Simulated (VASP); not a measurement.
# MgS in VASP: further runs

The runs below take MgS through single point, with PBEsol.

Everything below comes from runs of VASP 6.6.1. Logs are shortened: lines on timing, memory, paths and dates and some standing lists are left out, and cuts for length are marked.

## 1. The cell of the first run

It takes space group Fm-3m (No. 225, cubic). Conventional cell: a = 5.182 Å, b = 5.182 Å, c = 5.182 Å, α = 90.00°, β = 90.00°, γ = 90.00°. Mg (site symmetry m-3m) has 6 S at 2.59 Å within 3.4 Å. Within 3.4 Å of S (site symmetry m-3m) lie 6 Mg at 2.59 Å.

## 2. Single point, PBEsol

INCAR reads:

```
SYSTEM = MgS
PREC = Accurate
ENCUT = 520
EDIFF = 1E-6
ISMEAR = 0
SIGMA = 0.02
LREAL = .FALSE.
LASPH = .TRUE.
NELM = 60
ALGO = Normal
ISIF = 2
LWAVE = .FALSE.
LCHARG = .FALSE.
GGA = PS
NBANDS = 16
```

KPOINTS reads:

```
Automatic mesh
0
G
  6 6 6
  0 0 0
```

POSCAR reads:

```
MgS
1.0
    2.5909736081      2.5909736081      0.0000000000
   -2.5909736081      2.5909736081      0.0000000000
    0.0000000000      0.0000000000      5.1819472163
Mg S
2 2
Direct
    0.0000000000      0.0000000000      0.0000000000
    0.5000000000      0.5000000000      0.5000000000
    0.5000000000      0.5000000000      0.0000000000
    0.0000000000      0.0000000000      0.5000000000
```

Potentials or basis: VASP PAW PBE potentials, release 64 (Mg, S).

Launch:

```sh
cat potpaw_PBE.64/Mg/POTCAR potpaw_PBE.64/S/POTCAR > POTCAR
mpirun -np 1 vasp_std > vasp.out
```

OUTCAR:

```text
SYSTEM = MgS
   PREC = Accurate
   ENCUT = 520
   EDIFF = 1E-6
   ISMEAR = 0
   LREAL = .FALSE.
   LASPH = .TRUE.
   NELM = 60
   ISIF = 2
   GGA = PS

 ion  position               nearest neighbor table
   1  0.000  0.000  0.000-   3 2.59   3 2.59   3 2.59   3 2.59   4 2.59   4 2.59
   2  0.500  0.500  0.500-   4 2.59   4 2.59   4 2.59   4 2.59   3 2.59   3 2.59
   3  0.500  0.500  0.000-   1 2.59   1 2.59   1 2.59   1 2.59   2 2.59   2 2.59
   4  0.000  0.000  0.500-   2 2.59   2 2.59   2 2.59   2 2.59   1 2.59   1 2.59

  LATTYP: Found a simple tetragonal cell.
 ALAT       =     3.6641900163
 C/A-ratio  =     1.4142135624

  Lattice vectors:

 A1 = (   2.5909736081,   2.5909736081,   0.0000000000)
 A2 = (  -2.5909736081,   2.5909736081,   0.0000000000)
 A3 = (   0.0000000000,   0.0000000000,   5.1819472163)

Analysis of symmetry for initial positions (statically):
=====================================================================
 Subroutine PRICEL returns following result:

  LATTYP: Found a face centered cubic cell.
 ALAT       =     5.1819472163

  Lattice vectors:

 A1 = (   0.0000000000,  -2.5909736081,  -2.5909736081)
 A2 = (   2.5909736081,   0.0000000000,  -2.5909736082)
 A3 = (   2.5909736081,  -2.5909736081,   0.0000000000)

   2 primitive cells build up your supercell.

 Routine SETGRP: Setting up the symmetry group for a
 simple tetragonal supercell.

 Subroutine GETGRP returns: Found 16 space group operations
 (whereof 16 operations were pure point group operations)
 out of a pool of 16 trial point group operations.

The static configuration has the point symmetry D_4h.

Analysis of symmetry for dynamics (positions and initial velocities):
=====================================================================
 Subroutine PRICEL returns following result:

  LATTYP: Found a face centered cubic cell.
 ALAT       =     5.1819472163

  Lattice vectors:

 A1 = (   0.0000000000,  -2.5909736081,  -2.5909736081)
 A2 = (   2.5909736081,   0.0000000000,  -2.5909736082)
 A3 = (   2.5909736081,  -2.5909736081,   0.0000000000)

   2 primitive cells build up your supercell.

 Routine SETGRP: Setting up the symmetry group for a
 simple tetragonal supercell.

 Subroutine GETGRP returns: Found 16 space group operations
 (whereof 16 operations were pure point group operations)
 out of a pool of 16 trial point group operations.

[... 99 lines left out ...]
   NELM   =     60;   NELMIN=  2; NELMDL= -5     # of ELM steps
   EDIFF  = 0.1E-05   stopping-criterion for ELM
   LREAL  =      F    real-space projection
   EDIFFG = 0.1E-04   stopping-criterion for IOM
   NSW    =      0    number of steps for IOM
   IBRION =     -1    ionic relax: 0-MD 1-quasi-New 2-CG
   NFREE  =      0    steps in history (QN), initial steepest desc. (CG)
   ISIF   =      2    stress and relaxation
   ISYM   =      2    0-nonsym 1-usesym 2-fastsym
   POTIM  = 0.5000    time-step for ionic-motion
   TEBEG  =    0.0;   TEEND  =   0.0 temperature during run
   PSTRESS=    0.0 pullay stress
   NELECT =      16.0000    total number of electrons
   NUPDOWN=      -1.0000    fix difference up-down
   EMIN   =  10.00;   EMAX   =-10.00  energy-range for DOS
   EFERMI =   0.00;   METHOD = LEGACY
   ISMEAR =     0;   SIGMA  =   0.02  broadening in eV -4-tet -1-fermi 0-gaus
   EFERMI_NEDOS =   21; number of points for ismear=-14 and -15
   IALGO  =     38    algorithm
   IMIX   =      4    mixing-type and parameters
     AMIX     =   0.40;   BMIX     =  1.00
     AMIX_MAG =   1.60;   BMIX_MAG =  1.00
  volume/ion in A,a.u.               =      17.39       117.38
  Fermi-wavevector in a.u.,A,eV,Ry     =   1.002994  1.895385 13.687430  1.005998
  Thomas-Fermi vector in A             =   2.135518
   LORBIT       =      0    0 simple, 1 ext, 2 COOP (PROOUT), +10 PAW based schemes
   GGA     = PS    functional components
   LHFCALC =     F    Hartree Fock is set to
   AEXX    =    0.0000 exact exchange contribution
   IVDW    =     0    specifies the selected vdW correction
   LEPSILON=     F    determine dielectric tensor
   LRPA    =     F    only Hartree local field effects (RPA)
 non-spin polarized calculation
 Gauss-broadening in eV      SIGMA  =   0.02
  energy-cutoff  :      520.00
  volume of cell :       69.57
 maximum number of plane-waves:      1920
 NGX is ok and might be reduce to    28
   NGX = 13   NGY = 13   NGZ = 19

 number of electron      16.0000003 magnetization

 Free energy of the ion-electron system (eV)
  ---------------------------------------------------
  ext. energy  EPLUGINS =         0.00000000
  ---------------------------------------------------
  free energy    TOTEN  =       -18.14845723 eV

  energy without entropy =      -18.14845723  energy(sigma->0) =      -18.14845723

 E-fermi :   3.9431     XC(G=0):  -9.8875

 val. band max:        3.7869297957   @ k =   0.0000   0.0000   0.0000
 cond. band min:       6.5159777640   @ k =   0.0000   0.0000   0.0000
 fundamental gap:      2.7290479683
 Fermi energy:         3.9431199726

 k-point     1 :       0.0000    0.0000    0.0000
  band No.  band energies     occupation
      1      -8.9678      2.00000
      2      -7.2215      2.00000
      3      -0.5398      2.00000
      4       2.0506      2.00000
      5       2.0506      2.00000
      6       3.7867      2.00000
[... 433 lines left out ...]
      3      -0.9727      2.00000
      4      -0.9727      2.00000
      5       2.7805      2.00000
      6       2.7805      2.00000
[... 8 lines left out ...]
     15      14.0983      0.00000
     16      14.0983      0.00000

 [... further k-points ...]

------------------------ aborting loop because EDIFF is reached ----------------------------------------

  FORCE on cell =-STRESS in cart. coord.  units (eV):
  Direction    XX          YY          ZZ          XY          YZ          ZX
  --------------------------------------------------------------------------------------
  -------------------------------------------------------------------------------------
  Total       -0.0745165     -0.0745165     -0.0946162      0.0000000      0.0000000      0.0000000
  in kB       -1.7159878     -1.7159878     -2.1788486      0.0000000      0.0000000      0.0000000
  external PRESSURE =      -1.8702747 kB  Pullay stress =       0.0000000 kB

 VOLUME and BASIS-vectors are now :
 -----------------------------------------------------------------------------
  energy-cutoff  :      520.00
  volume of cell :       69.57
      direct lattice vectors                 reciprocal lattice vectors
     2.590973608  2.590973608  0.000000000     0.192977651  0.192977651  0.000000000
    -2.590973608  2.590973608  0.000000000    -0.192977651  0.192977651  0.000000000
     0.000000000  0.000000000  5.181947216     0.000000000  0.000000000  0.192977651

 POSITION                                       TOTAL-FORCE (eV/Angst)
 -----------------------------------------------------------------------------------
      0.00000      0.00000      0.00000        -0.000000      0.000000      0.000000
      0.00000      2.59097      2.59097        -0.000000      0.000000     -0.000000
      0.00000      2.59097      0.00000         0.000000     -0.000000      0.000000
      0.00000      0.00000      2.59097         0.000000      0.000000      0.000000
 -----------------------------------------------------------------------------------
    total drift:                               -0.000000      0.000000     -0.000000

  FREE ENERGIE OF THE ION-ELECTRON SYSTEM (eV)
  ---------------------------------------------------
  free  energy   TOTEN  =       -18.1484572276 eV

  energy  without entropy=      -18.1484572276  energy(sigma->0) =      -18.14845723
```

OSZICAR:

```text
N       E                     dE             d eps       ncg     rms          rms(c)
DAV:   1     0.565909819035E+02    0.56591E+02   -0.63425E+03  1280   0.828E+02
DAV:   2    -0.143960426702E+02   -0.70987E+02   -0.64618E+02  1904   0.141E+02
DAV:   3    -0.188399791969E+02   -0.44439E+01   -0.44264E+01  1688   0.373E+01
DAV:   4    -0.188818745885E+02   -0.41895E-01   -0.41889E-01  1560   0.451E+00
DAV:   5    -0.188824937611E+02   -0.61917E-03   -0.61914E-03  1680   0.544E-01    0.589E+00
DAV:   6    -0.182349131946E+02    0.64758E+00   -0.86108E-01  1344   0.442E+00    0.429E+00
DAV:   7    -0.181538601170E+02    0.81053E-01   -0.29003E-01  1584   0.259E+00    0.262E+00
DAV:   8    -0.181493791348E+02    0.44810E-02   -0.23917E-02  1416   0.884E-01    0.117E+00
DAV:   9    -0.181484648182E+02    0.91432E-03   -0.17007E-03  1536   0.257E-01    0.247E-01
DAV:  10    -0.181484584980E+02    0.63202E-05   -0.29815E-04  1600   0.816E-02    0.224E-02
DAV:  11    -0.181484595014E+02   -0.10034E-05   -0.70802E-06  1584   0.151E-02    0.393E-02
DAV:  12    -0.181484573730E+02    0.21284E-05   -0.33895E-06  1440   0.921E-03    0.105E-02
DAV:  13    -0.181484572276E+02    0.14540E-06   -0.20640E-07   848   0.256E-03
   1 F= -.18148457E+02 E0= -.18148457E+02  d E =-.483083E-30
```

stdout:

```text
POSCAR found type information on POSCAR MgS
 POSCAR found :  2 types and       4 ions
 scaLAPACK will be used
 -----------------------------------------------------------------------------
|                                                                             |
|                                                                             |
|     You enforced a specific xc type in the INCAR file but a different       |
|     I HOPE YOU KNOW WHAT YOU ARE DOING!                                     |
|                                                                             |
 -----------------------------------------------------------------------------

 LDA part: xc-table for (Slater+PW92), standard interpolation
 POSCAR, INCAR and KPOINTS ok, starting setup
 FFT: planning ... GRIDC
 FFT: planning ... GRID_SOFT
 FFT: planning ... GRID
 WAVECAR not read
 entering main loop
```

It took 36 s on 1 thread of Intel Xeon 6975P-C, shared host; peak memory 0.2 GiB.

What came out:

```
Free energy            : -18.1485 eV
Pressure               : -0.2 GPa
Band gap on the k mesh : 2.73 eV
```

Levels at points of the mesh, in eV from the valence-band top:
| k point | band 5 | band 6 | band 7 | band 8 | band 9 | band 10 | band 11 | band 12 |
| --- | --- | --- | --- | --- | --- | --- | --- | --- |
| (0.00, 0.00, 0.00) | -1.74 | 0.00 | 0.00 | 0.00 | 2.73 | 3.69 | 4.21 | 7.85 |
| (0.50, 0.00, 0.00) | -2.42 | -2.42 | -0.66 | -0.66 | 5.59 | 5.59 | 7.61 | 7.61 |
| (0.50, 0.50, 0.00) | -1.74 | -1.74 | -1.74 | -1.74 | 2.73 | 2.73 | 4.20 | 4.20 |
| (0.00, 0.00, 0.50) | -1.00 | -1.00 | -1.00 | -1.00 | 4.98 | 4.98 | 5.46 | 5.46 |
| (0.50, 0.00, 0.50) | -0.61 | -0.61 | -0.61 | -0.61 | 4.42 | 4.42 | 6.84 | 6.84 |
| (0.50, 0.50, 0.50) | -3.34 | -3.34 | -2.43 | -2.43 | 5.26 | 5.26 | 7.86 | 7.86 |

Caveat: the PAW data sets were made with another functional, which shifts forces and pressure a little. A k mesh can miss the band edges.

## 3. Single point, PBEsol (uniaxial strain along c: +2.0 %, then relaxed in part)

INCAR reads:

```
SYSTEM = MgS
  ALGO = Normal
  EDIFF = 1E-6
  ENCUT = 520
  GGA = PS
  ISIF = 2
  ISMEAR = 0
  LASPH = .True.
  LCHARG = .False.
  LREAL = .False.
  LWAVE = .False.
  NBANDS = 16
  NELM = 80
  PREC = Accurate
  SIGMA = 0.02
```

KPOINTS reads:

```
k-points
0
Gamma
  6 6 6
  0 0 0
```

POSCAR reads:

```
MgS
1.0
    2.5808957029      2.5808957029      0.0000000000
   -2.5808957029      2.5808957029      0.0000000000
    0.0000000000      0.0000000000      5.2855861606
Mg S
2 2
Direct
    0.0000000000      0.0000000000      0.0000000000
    0.5000000000      0.5000000000      0.5000000000
    0.5000000000      0.5000000000      0.0000000000
    0.0000000000      0.0000000000      0.5000000000
```

Potentials or basis: VASP PAW PBE potentials, release 64 (Mg, S).

Launch:

```sh
cat potpaw_PBE.64/Mg/POTCAR potpaw_PBE.64/S/POTCAR > POTCAR
mpirun -np 1 vasp_std > vasp.out
```

OUTCAR:

```text
SYSTEM = MgS
   EDIFF = 1E-6
   ENCUT = 520
   GGA = PS
   ISIF = 2
   ISMEAR = 0
   LASPH = .True.
   LREAL = .False.
   NELM = 80
   PREC = Accurate

 ion  position               nearest neighbor table
   1  0.000  0.000  0.000-   3 2.58   3 2.58   3 2.58   3 2.58   4 2.64   4 2.64
   2  0.500  0.500  0.500-   4 2.58   4 2.58   4 2.58   4 2.58   3 2.64   3 2.64
   3  0.500  0.500  0.000-   1 2.58   1 2.58   1 2.58   1 2.58   2 2.64   2 2.64
   4  0.000  0.000  0.500-   2 2.58   2 2.58   2 2.58   2 2.58   1 2.64   1 2.64

[... 676 lines left out ...]
  --------------------------------------------------------------------------------------
  -------------------------------------------------------------------------------------
  Total       -0.0884757     -0.0884757     -1.1591292      0.0000000     -0.0000000     -0.0000000
  in kB       -2.0131250     -2.0131250    -26.3741446      0.0000000     -0.0000000     -0.0000000
  external PRESSURE =     -10.1334649 kB  Pullay stress =       0.0000000 kB

 VOLUME and BASIS-vectors are now :
 -----------------------------------------------------------------------------
  energy-cutoff  :      520.00
  volume of cell :       70.41
      direct lattice vectors                 reciprocal lattice vectors
     2.580895703  2.580895703  0.000000000     0.193731192  0.193731192  0.000000000
    -2.580895703  2.580895703  0.000000000    -0.193731192  0.193731192  0.000000000
     0.000000000  0.000000000  5.285586161     0.000000000  0.000000000  0.189193775

 POSITION                                       TOTAL-FORCE (eV/Angst)
 -----------------------------------------------------------------------------------
      0.00000      0.00000      0.00000         0.000000     -0.000000     -0.000000
      0.00000      2.58090      2.64279        -0.000000     -0.000000      0.000000
      0.00000      2.58090      0.00000        -0.000000     -0.000000     -0.000000
      0.00000      0.00000      2.64279         0.000000      0.000000     -0.000000
 -----------------------------------------------------------------------------------
    total drift:                               -0.000000      0.000000     -0.000000

  FREE ENERGIE OF THE ION-ELECTRON SYSTEM (eV)
  ---------------------------------------------------
  free  energy   TOTEN  =       -18.1365521048 eV

  energy  without entropy=      -18.1365521048  energy(sigma->0) =      -18.13655210
```

OSZICAR:

```text
N       E                     dE             d eps       ncg     rms          rms(c)
DAV:   1     0.574058219177E+02    0.57406E+02   -0.64535E+03  1288   0.834E+02
DAV:   2    -0.142482899991E+02   -0.71654E+02   -0.65191E+02  1848   0.139E+02
DAV:   3    -0.188363474893E+02   -0.45881E+01   -0.45704E+01  1776   0.379E+01
DAV:   4    -0.188796160516E+02   -0.43269E-01   -0.43265E-01  1504   0.455E+00
DAV:   5    -0.188802414228E+02   -0.62537E-03   -0.62536E-03  1736   0.550E-01    0.582E+00
DAV:   6    -0.182236843124E+02    0.65656E+00   -0.86767E-01  1352   0.444E+00    0.422E+00
DAV:   7    -0.181421685776E+02    0.81516E-01   -0.28854E-01  1584   0.259E+00    0.260E+00
DAV:   8    -0.181375501489E+02    0.46184E-02   -0.24605E-02  1464   0.899E-01    0.121E+00
DAV:   9    -0.181365607513E+02    0.98940E-03   -0.18389E-03  1488   0.267E-01    0.256E-01
DAV:  10    -0.181365522671E+02    0.84841E-05   -0.29879E-04  1640   0.824E-02    0.265E-02
DAV:  11    -0.181365544256E+02   -0.21584E-05   -0.62121E-06  1608   0.146E-02    0.385E-02
DAV:  12    -0.181365522512E+02    0.21744E-05   -0.32744E-06  1408   0.913E-03    0.107E-02
DAV:  13    -0.181365521048E+02    0.14642E-06   -0.25637E-07   832   0.282E-03
   1 F= -.18136552E+02 E0= -.18136552E+02  d E =-.336604E-18
```

Wall time 31 s (1 thread of Intel Xeon 6975P-C, shared host); peak memory 0.2 GiB.

Results:

```
Free energy            : -18.1366 eV
Pressure               : -1.0 GPa
Band gap on the k mesh : 2.60 eV
```

Caveat: the cell differs from its parent crystal (uniaxial strain along c: +2.0 %, then relaxed in part); the PAW data sets were made with another functional, which shifts forces and pressure a little. A k mesh can miss the band edges.
